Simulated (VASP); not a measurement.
# BN (wurtzite type) (P6_3mc) in VASP: further runs

Runs on BN (wurtzite type). Level: PBE. Tasks: single point.

All numbers are computed with VASP 6.6.1; they aren't measurements. Logs are shortened: lines on timing, memory, paths and dates and some standing lists are left out, and cuts for length are marked.

## (1) The cell of the first run

The structure is hexagonal, space group P6_3mc (No. 186). Conventional cell: a = 2.286 Å, b = 2.286 Å, c = 3.798 Å, α = 90.00°, β = 90.00°, γ = 120.00°. B (site symmetry 3m) has 4 N at 1.41 Å within 1.9 Å. N (site symmetry 3m) has 4 B at 1.41 Å within 1.9 Å.

## (2) Single point, PBE

INCAR

```
  PREC = Accurate
  ENCUT = 520
  EDIFF = 1E-6
  ISMEAR = -1
  SIGMA = 0.05
  LREAL = False
  LASPH = True
  NELM = 80
  ALGO = Normal
  ISIF = 2
  LWAVE = False
  LCHARG = False
  GGA = PE
  NBANDS = 16
```

KPOINTS

```
regular mesh
0
Gamma
  12 12 6
```

POSCAR

```
BN
1.0
    2.2861350323      0.0000000000      0.0000000000
   -1.1430675162      1.9798510145      0.0000000000
    0.0000000000      0.0000000000      3.7979837296
B N
2 2
Direct
    0.3333333333      0.6666666667      0.0018888075
    0.6666666667      0.3333333333      0.5018888075
    0.3333333333      0.6666666667      0.3741111925
    0.6666666667      0.3333333333      0.8741111925
```

Potentials or basis: VASP PAW PBE potentials, release 64 (B, N).

On the command line:

```sh
cat potpaw_PBE.64/B/POTCAR potpaw_PBE.64/N/POTCAR > POTCAR
mpirun -np 1 vasp_std > vasp.out
```

OUTCAR:

```text
PREC = Accurate
   ENCUT = 520
   EDIFF = 1E-6
   ISMEAR = -1
   LREAL = False
   LASPH = True
   NELM = 80
   ISIF = 2
   GGA = PE

 ion  position               nearest neighbor table
   1  0.333  0.667  0.002-   4 1.41   4 1.41   4 1.41   3 1.41
   2  0.667  0.333  0.502-   3 1.41   3 1.41   3 1.41   4 1.41
   3  0.333  0.667  0.374-   2 1.41   2 1.41   2 1.41   1 1.41
   4  0.667  0.333  0.874-   1 1.41   1 1.41   1 1.41   2 1.41

  LATTYP: Found a hexagonal cell.
 ALAT       =     2.2861350323
 C/A-ratio  =     1.6613120730

  Lattice vectors:

 A1 = (   2.2861350323,   0.0000000000,   0.0000000000)
 A2 = (  -1.1430675162,   1.9798510145,   0.0000000000)
 A3 = (   0.0000000000,   0.0000000000,   3.7979837296)

Analysis of symmetry for initial positions (statically):
=====================================================================
 Subroutine PRICEL returns:
 Original cell was already a primitive cell.

 Routine SETGRP: Setting up the symmetry group for a
 hexagonal supercell.

 Subroutine GETGRP returns: Found 12 space group operations
 (whereof  6 operations were pure point group operations)
 out of a pool of 24 trial point group operations.

The static configuration has the point symmetry C_3v.
 The point group associated with its full space group is C_6v.

Analysis of symmetry for dynamics (positions and initial velocities):
=====================================================================
 Subroutine PRICEL returns:
 Original cell was already a primitive cell.

 Routine SETGRP: Setting up the symmetry group for a
 hexagonal supercell.

 Subroutine GETGRP returns: Found 12 space group operations
 (whereof  6 operations were pure point group operations)
 out of a pool of 24 trial point group operations.

The dynamic configuration has the point symmetry C_3v.
 The point group associated with its full space group is C_6v.

 Subroutine INISYM returns: Found 12 space group operations
 (whereof  6 operations are pure point group operations),
 and found     1 'primitive' translations

----------------------------------------------------------------------------------------

                                     Primitive cell

  volume of cell :      17.1905

  direct lattice vectors                    reciprocal lattice vectors
[... 90 lines left out ...]
   NELM   =     80;   NELMIN=  2; NELMDL= -5     # of ELM steps
   EDIFF  = 0.1E-05   stopping-criterion for ELM
   LREAL  =      F    real-space projection
   EDIFFG = 0.1E-04   stopping-criterion for IOM
   NSW    =      0    number of steps for IOM
   IBRION =     -1    ionic relax: 0-MD 1-quasi-New 2-CG
   NFREE  =      0    steps in history (QN), initial steepest desc. (CG)
   ISIF   =      2    stress and relaxation
   ISYM   =      2    0-nonsym 1-usesym 2-fastsym
   POTIM  = 0.5000    time-step for ionic-motion
   TEBEG  =    0.0;   TEEND  =   0.0 temperature during run
   PSTRESS=    0.0 pullay stress
   NELECT =      16.0000    total number of electrons
   NUPDOWN=      -1.0000    fix difference up-down
   EMIN   =  10.00;   EMAX   =-10.00  energy-range for DOS
   EFERMI =   0.00;   METHOD = LEGACY
   ISMEAR =    -1;   SIGMA  =   0.05  broadening in eV -4-tet -1-fermi 0-gaus
   EFERMI_NEDOS =   21; number of points for ismear=-14 and -15
   IALGO  =     38    algorithm
   IMIX   =      4    mixing-type and parameters
     AMIX     =   0.40;   BMIX     =  1.00
     AMIX_MAG =   1.60;   BMIX_MAG =  1.00
  volume/ion in A,a.u.               =       4.30        29.00
  Fermi-wavevector in a.u.,A,eV,Ry     =   1.598401  3.020539 34.761318  2.554885
  Thomas-Fermi vector in A             =   2.695856
   LORBIT       =      0    0 simple, 1 ext, 2 COOP (PROOUT), +10 PAW based schemes
   GGA     = PE    functional components
   LHFCALC =     F    Hartree Fock is set to
   AEXX    =    0.0000 exact exchange contribution
   IVDW    =     0    specifies the selected vdW correction
   LEPSILON=     F    determine dielectric tensor
   LRPA    =     F    only Hartree local field effects (RPA)
 non-spin polarized calculation
  energy-cutoff  :      520.00
  volume of cell :       17.19
 maximum number of plane-waves:       476
 NGX is ok and might be reduce to    18

 number of electron      15.9999997 magnetization

 Free energy of the ion-electron system (eV)
  ---------------------------------------------------
  ext. energy  EPLUGINS =         0.00000000
  ---------------------------------------------------
  free energy    TOTEN  =       -31.21191018 eV

  energy without entropy =      -31.21191018  energy(sigma->0) =      -31.21191018

 E-fermi :  13.1309     XC(G=0): -14.4537

 val. band max:       12.1772267566   @ k =   0.0000   0.0000   0.0000
 cond. band min:      16.3698290151   @ k =   0.3333   0.3333   0.0000
 fundamental gap:      4.1926022584
 Fermi energy:        13.1308982411

 k-point     1 :       0.0000    0.0000    0.0000
  band No.  band energies     occupation
      1     -12.4809      2.00000
      2      -6.7684      2.00000
      3      -2.2748      2.00000
      4       9.2618      2.00000
      5       9.2618      2.00000
      6      11.5589      2.00000
[... 433 lines left out ...]
      3       0.5349      2.00000
      4       2.5613      2.00000
      5       4.7205      2.00000
      6       6.2443      2.00000
[... 8 lines left out ...]
     15      32.5490      0.00000
     16      33.7676      0.00000

 [... further k-points ...]

------------------------ aborting loop because EDIFF is reached ----------------------------------------

  FORCE on cell =-STRESS in cart. coord.  units (eV):
  Direction    XX          YY          ZZ          XY          YZ          ZX
  --------------------------------------------------------------------------------------
  -------------------------------------------------------------------------------------
  Total       23.8397048     23.8397048     23.8567733     -0.0000000      0.0000000      0.0000000
  in kB     2221.8972260   2221.8972261   2223.4880402     -0.0000001      0.0000000      0.0000000
  external PRESSURE =    2222.4274974 kB  Pullay stress =       0.0000000 kB

 VOLUME and BASIS-vectors are now :
 -----------------------------------------------------------------------------
  energy-cutoff  :      520.00
  volume of cell :       17.19
      direct lattice vectors                 reciprocal lattice vectors
     2.286135032  0.000000000  0.000000000     0.437419481  0.252544255  0.000000000
    -1.143067516  1.979851014  0.000000000     0.000000000  0.505088511  0.000000000
     0.000000000  0.000000000  3.797983730     0.000000000  0.000000000  0.263297600

 POSITION                                       TOTAL-FORCE (eV/Angst)
 -----------------------------------------------------------------------------------
     -0.00000      1.31990      0.00717        -0.000000      0.000000      0.003087
      1.14307      0.65995      1.90617         0.000000     -0.000000      0.003087
     -0.00000      1.31990      1.42087         0.000000      0.000000     -0.003087
      1.14307      0.65995      3.31986        -0.000000      0.000000     -0.003087
 -----------------------------------------------------------------------------------
    total drift:                                0.000000      0.000000     -0.000295

  FREE ENERGIE OF THE ION-ELECTRON SYSTEM (eV)
  ---------------------------------------------------
  free  energy   TOTEN  =       -31.2119101846 eV

  energy  without entropy=      -31.2119101846  energy(sigma->0) =      -31.21191018
```

Run time: 8.1 s. Hardware: 1 thread of Intel Xeon 6975P-C (Granite Rapids), shared host; peak memory 0.13 GiB.

What came out:

```yaml
Free_energy: -31.2119 eV
Pressure: 222.2 GPa
Largest_force: 0.003 eV/Å
Band_gap_on_the_k_mesh: 4.19 eV, indirect (least direct gap 9.61 eV)
```

Forces in eV/Å, atoms in the order of the input:
```
B    0.000  0.000  0.003
B    0.000  0.000  0.003
N    0.000  0.000 -0.003
N    0.000  0.000 -0.003
```

Levels at points of the mesh, in eV from the valence-band top:
```tsv
k point	band 5	band 6	band 7	band 8	band 9	band 10	band 11	band 12
(0.00, 0.00, 0.00)	-2.92	-0.62	0.00	0.00	9.61	9.61	10.14	13.87
(0.50, 0.00, 0.00)	-8.99	-6.85	-6.41	-2.89	7.82	8.71	12.07	13.79
(0.00, 0.00, 0.50)	-1.63	-1.63	-1.63	-1.63	11.63	11.63	11.63	11.63
(0.50, 0.00, 0.50)	-5.22	-5.22	-4.94	-4.94	7.58	7.58	12.16	12.16
```

A k mesh can miss the band edges. A hybrid or GW would open this gap; PBE tends to underestimate it.

## (3) Single point, PBE

INCAR

```
SYSTEM = BN
ALGO = Normal
EDIFF = 1E-6
ENCUT = 520
GGA = PE
ISIF = 2
ISMEAR = -1
LASPH = .True.
LCHARG = .False.
LREAL = .False.
LWAVE = .False.
NBANDS = 16
NELM = 100
PREC = Accurate
SIGMA = 0.05
```

KPOINTS

```
k-points
0
Gamma
  12 12 6
  0 0 0
```

POSCAR

```
BN
1.0
    2.2861350323      0.0000000000      0.0000000000
   -1.1430675162      1.9798510145      0.0000000000
    0.0000000000      0.0000000000      3.7979837296
B N
2 2
Direct
    0.3333333333      0.6666666667      0.0018888074
    0.6666666667      0.3333333333      0.5018888074
    0.3333333333      0.6666666667      0.3741111926
    0.6666666667      0.3333333333      0.8741111926
```

Potentials or basis: VASP PAW PBE potentials, release 64 (B, N).

On the command line:

```sh
cat potpaw_PBE.64/B/POTCAR potpaw_PBE.64/N/POTCAR > POTCAR
mpirun -np 1 vasp_std > vasp.out
```

Wall time 8 s (1 thread of Intel Xeon 6975P-C (Granite Rapids), shared host); peak memory 0.13 GiB.

The run converged. Its results:

* Free energy: -31.2119 eV
* Pressure: 222.2 GPa
* Largest force: 0.003 eV/Å
* Band gap on the k mesh: 4.19 eV, indirect (least direct gap 9.61 eV)

Forces in eV/Å, atoms in the order of the input:
```
B    0.000  0.000  0.003
B    0.000  0.000  0.003
N    0.000  0.000 -0.003
N    0.000  0.000 -0.003
```

Stress tensor (GPa, compression positive):
```
222.19   0.00   0.00
  0.00 222.19   0.00
  0.00   0.00 222.35
```

Levels at points of the mesh, in eV from the valence-band top:
```
           k point  band 6  band 7  band 8  band 9  band 10  band 11
(0.00, 0.00, 0.00)   -0.62    0.00    0.00    9.61     9.61    10.14
(0.50, 0.00, 0.00)   -6.85   -6.41   -2.89    7.82     8.71    12.07
(0.00, 0.00, 0.50)   -1.63   -1.63   -1.63   11.63    11.63    11.63
(0.50, 0.00, 0.50)   -5.22   -4.94   -4.94    7.58     7.58    12.16
```

 A k mesh can miss the band edges.

[end of part 1 of 2]
